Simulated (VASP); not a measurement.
# TmGa3Hg3As2N4 (P1) in VASP: single point with PBE

Aim: the single point of TmGa3Hg3As2N4 with PBE.

Everything below comes from runs of VASP 6.6.1. Logs are shortened: lines on timing, memory, paths and dates and some standing lists are left out, and cuts for length are marked.

### Step 1. The cell of the first run

The typed cell holds 13 atoms: a = 3.363 Å, b = 8.241 Å, c = 9.982 Å, α = 105.61°, β = 91.80°, γ = 90.18°.

### Step 2. Single point, PBE (atoms taken out)

Contents of INCAR:

```
PREC     = Accurate       # precision mode
ENCUT    = 600            # plane-wave cutoff, eV
EDIFF    = 1E-6           # SCF threshold, eV
ISMEAR   = 0              # smearing method
SIGMA    = 0.1            # smearing width, eV
LREAL    = False          # projectors in reciprocal space
LASPH    = True           # aspherical terms in the spheres
NELM     = 200            # most SCF steps
ALGO     = Normal         # electronic algorithm
ISIF     = 2              # what is computed and relaxed
LWAVE    = False          # write WAVECAR
LCHARG   = True           # write CHGCAR
GGA      = PE             # functional
LVHAR    = True         
NBANDS   = 69             # bands
GGA_COMPAT= False        
LMAXMIX  = 6              # l up to which the mixer works
KPAR     = 4
```

Contents of KPOINTS:

```
Automatic mesh
0
Gamma
  10 4 4
```

Contents of POSCAR:

```
TmGa3Hg3As2N4
1.0
    3.3629350501      0.0034637914      0.0297657967
   -0.0355090795      8.2407281980      0.0576358267
   -0.3959297868     -2.7549983427      9.5863206190
Tm Ga Hg As N
1 3 3 2 4
Direct
    0.2956928369      0.8245882003      0.6887104328
    0.2826464822      0.2108833718      0.5577952307
    0.7733826166      0.8554137107      0.4503289595
    0.7778876411      0.4578203924      0.4945388217
    0.6109791204      0.7530600149      0.1913542683
    0.2778673461      0.2545486033      0.1902114572
    0.8091960189      0.4053770595      0.8659852031
    0.2966924087      0.1545404174      0.9294049116
    0.3238720022      0.6884240289      0.9374037409
    0.7901880760      0.3180216395      0.6283749310
    0.7846157088      0.6966353673      0.5745713901
    0.2782107556      0.9729723113      0.5295280393
    0.2691299864      0.3512828025      0.4060665839
```

Potentials or basis: VASP PAW PBE potentials, release 64 (Tm_3, Ga_d, Hg, As, N), 4f in core.

Command:

```
> cat potpaw_PBE.64/Tm_3/POTCAR potpaw_PBE.64/Ga_d/POTCAR potpaw_PBE.64/Hg/POTCAR potpaw_PBE.64/As/POTCAR potpaw_PBE.64/N/POTCAR > POTCAR
> mpirun -np 4 vasp_std > vasp.out
```

OUTCAR:

```text
PREC = Accurate
   ENCUT = 600
   EDIFF = 1E-6
   ISMEAR = 0
   LREAL = False
   LASPH = True
   NELM = 200
   ISIF = 2
   GGA = PE

 ion  position               nearest neighbor table
   1  0.296  0.825  0.689-  11 2.14  11 2.14  12 2.25   3 2.98   3 2.98   9 2.99   8 3.11
   2  0.283  0.211  0.558-  12 1.90  10 1.94  10 1.94  13 2.14   4 2.84   4 2.84
   3  0.773  0.855  0.450-  12 1.98  12 2.00  11 2.03   5 2.54   1 2.98   1 2.98
   4  0.778  0.458  0.495-  11 1.91  10 1.98  13 1.99  13 1.99   2 2.84   2 2.84
   5  0.611  0.753  0.191-   3 2.54   9 2.60   7 3.79
   6  0.278  0.255  0.190-  13 2.09   8 2.51
   7  0.809  0.405  0.866-  10 2.28   9 2.80   9 2.82   8 2.83   8 2.90   5 3.79
   8  0.297  0.155  0.929-   6 2.51   7 2.83   7 2.90   1 3.11
   9  0.324  0.688  0.937-   5 2.60   7 2.80   7 2.82   1 2.99
  10  0.790  0.318  0.628-   2 1.94   2 1.94   4 1.98   7 2.28
  11  0.785  0.697  0.575-   4 1.91   3 2.03   1 2.14   1 2.14
  12  0.278  0.973  0.530-   2 1.90   3 1.98   3 2.00   1 2.25
  13  0.269  0.351  0.406-   4 1.99   4 1.99   6 2.09   2 2.14

  LATTYP: Found a triclinic cell.
 ALAT       =    10.4327935173
 B/A-ratio  =     0.3223555183
 C/A-ratio  =     0.7899136733
 COS(alpha) =     0.0032168416
 COS(beta)  =     0.2585092079
 COS(gamma) =     0.2922672093

  Lattice vectors:

 A1 = (  -2.9670052633,   2.7515345513,  -9.6160864157)
 A2 = (  -3.3629350501,  -0.0034637914,  -0.0297657967)
 A3 = (  -0.0355090795,   8.2407281980,   0.0576358267)

Analysis of symmetry for initial positions (statically):
=====================================================================
 Subroutine PRICEL returns:
 Original cell was already a primitive cell.

 Routine SETGRP: Setting up the symmetry group for a
 triclinic supercell.

 Subroutine GETGRP returns: Found  1 space group operations
 (whereof  1 operations were pure point group operations)
 out of a pool of  2 trial point group operations.

The static configuration has the point symmetry C_1 .

Analysis of symmetry for dynamics (positions and initial velocities):
=====================================================================
 Subroutine PRICEL returns:
 Original cell was already a primitive cell.

[... 137 lines left out ...]
   POTIM  = 0.5000    time-step for ionic-motion
   TEBEG  =    0.0;   TEEND  =   0.0 temperature during run
   PSTRESS=    0.0 pullay stress
   NELECT =     114.0000    total number of electrons
   NUPDOWN=      -1.0000    fix difference up-down
   EMIN   =  10.00;   EMAX   =-10.00  energy-range for DOS
   EFERMI =   0.00;   METHOD = LEGACY
   ISMEAR =     0;   SIGMA  =   0.10  broadening in eV -4-tet -1-fermi 0-gaus
   EFERMI_NEDOS =   21; number of points for ismear=-14 and -15
   IALGO  =     38    algorithm
   IMIX   =      4    mixing-type and parameters
     AMIX     =   0.40;   BMIX     =  1.00
     AMIX_MAG =   1.60;   BMIX_MAG =  1.00
  volume/ion in A,a.u.               =      20.48       138.24
  Fermi-wavevector in a.u.,A,eV,Ry     =   1.233821  2.331583 20.712338  1.522314
  Thomas-Fermi vector in A             =   2.368536
   LORBIT       =      0    0 simple, 1 ext, 2 COOP (PROOUT), +10 PAW based schemes
   GGA     = PE    functional components
   LHFCALC =     F    Hartree Fock is set to
   AEXX    =    0.0000 exact exchange contribution
   IVDW    =     0    specifies the selected vdW correction
   LEPSILON=     F    determine dielectric tensor
   LRPA    =     F    only Hartree local field effects (RPA)
 non-spin polarized calculation
 Gauss-broadening in eV      SIGMA  =   0.10
  energy-cutoff  :      600.00
  volume of cell :      266.30
 maximum number of plane-waves:      8924
   NGX = 13   NGY = 33   NGZ = 39

 number of electron     114.0000005 magnetization

 Free energy of the ion-electron system (eV)
  ---------------------------------------------------
  ext. energy  EPLUGINS =         0.00000000
  ---------------------------------------------------
  free energy    TOTEN  =       -58.20806741 eV

  energy without entropy =      -58.20343048  energy(sigma->0) =      -58.20574895

 E-fermi :   2.7374     XC(G=0):  -9.5914

 val. band max:        2.5490856615   @ k =  -0.2000   0.5000   0.2500
 cond. band min:       2.7583813682   @ k =   0.2000   0.2500   0.2500
 fundamental gap:      0.2092957066
 Fermi energy:         2.7373907955

 k-point     1 :       0.0000    0.0000    0.0000
  band No.  band energies     occupation
      1     -22.0778      2.00000
      2     -21.9987      2.00000
      3     -21.8136      2.00000
      4     -12.9303      2.00000
      5     -12.6163      2.00000
      6     -12.5044      2.00000
[... 1717 lines left out ...]
     68       7.8007      0.00000
     69       8.0062      0.00000

 [... further k-points ...]

------------------------ aborting loop because EDIFF is reached ----------------------------------------

  FORCE on cell =-STRESS in cart. coord.  units (eV):
  Direction    XX          YY          ZZ          XY          YZ          ZX
  --------------------------------------------------------------------------------------
  -------------------------------------------------------------------------------------
  Total        0.6959284      0.4162096      1.2747660     -0.0191574      0.0558568      0.0239484
  in kB        4.1869917      2.5040885      7.6695169     -0.1152590      0.3360577      0.1440832
  external PRESSURE =       4.7868657 kB  Pullay stress =       0.0000000 kB

 VOLUME and BASIS-vectors are now :
 -----------------------------------------------------------------------------
  energy-cutoff  :      600.00
  volume of cell :      266.30
      direct lattice vectors                 reciprocal lattice vectors
     3.362935050  0.003463791  0.029765797     0.297246371  0.001192566  0.012619462
    -0.035509079  8.240728198  0.057635827    -0.000432630  0.121103342  0.034785840
    -0.395929787 -2.754998343  9.586320619    -0.000920357 -0.000731812  0.104066983

 POSITION                                       TOTAL-FORCE (eV/Angst)
 -----------------------------------------------------------------------------------
      0.69243      4.89884      6.65853         0.000853      0.054036      0.229440
      0.72219      0.20209      5.36777         0.001269     -0.016080      0.007219
      2.39216      5.81126      4.38932         0.005621      0.017950     -0.011593
      2.40393      2.41301      4.79035         0.001166      0.007877     -0.010158
      1.95218      5.68070      1.89597         0.006791      0.003388      0.010453
      0.85010      1.57460      1.84637         0.005873     -0.018486     -0.114925
      2.36401      0.95762      8.34906        -0.001152     -0.009532      0.041219
      0.62429     -1.28596      8.92731         0.005469     -0.013134     -0.040598
      0.69357      3.09169      9.03557        -0.014430      0.018781     -0.008388
      2.39727      0.89230      6.06565         0.001183     -0.008662     -0.045370
      2.38638      4.16056      5.57153        -0.002606     -0.136310     -0.169221
      0.69140      6.56012      5.14058        -0.001007      0.076463     -0.045276
      0.73182      1.77705      3.92094        -0.009031      0.023711      0.157197
 -----------------------------------------------------------------------------------
    total drift:                                0.000230     -0.000438     -0.000513

  FREE ENERGIE OF THE ION-ELECTRON SYSTEM (eV)
  ---------------------------------------------------
  free  energy   TOTEN  =       -58.2080674143 eV

  energy  without entropy=      -58.2034304794  energy(sigma->0) =      -58.20574895
```

Run time: 7.7 min. Hardware: 4 MPI ranks of Intel Xeon 6975P-C (Granite Rapids), shared host; peak memory 1.6 GiB.

Results:

| Item | Value |
| --- | --- |
| Free energy | -58.2081 eV |
| Pressure | 0.5 GPa |
| Largest force | 0.236 eV/Å |
| Band gap on the k mesh | zero (bands 57 and 58 overlap by 1.99 eV) |

Forces in eV/Å, atoms in the order of the input:
```
Tm   0.001  0.054  0.229
Ga   0.001 -0.016  0.007
Ga   0.006  0.018 -0.012
Ga   0.001  0.008 -0.010
Hg   0.007  0.003  0.010
Hg   0.006 -0.018 -0.115
Hg  -0.001 -0.010  0.041
As   0.005 -0.013 -0.041
As  -0.014  0.019 -0.008
N    0.001 -0.009 -0.045
N   -0.003 -0.136 -0.169
N   -0.001  0.076 -0.045
N   -0.009  0.024  0.157
```

Caveat: the cell differs from its parent crystal (atoms taken out); spin-orbit coupling is left out, which moves the levels of the heavy elements; the 4f electrons are frozen in the core, so they carry no moment and show no levels; the run has no spin polarisation, though such a crystal can be magnetic. Spin polarisation is off, so any magnetic state and its effect on volume and gap are missing.

The gap in the log of VASP goes by the Fermi energy; the results here count the filled bands.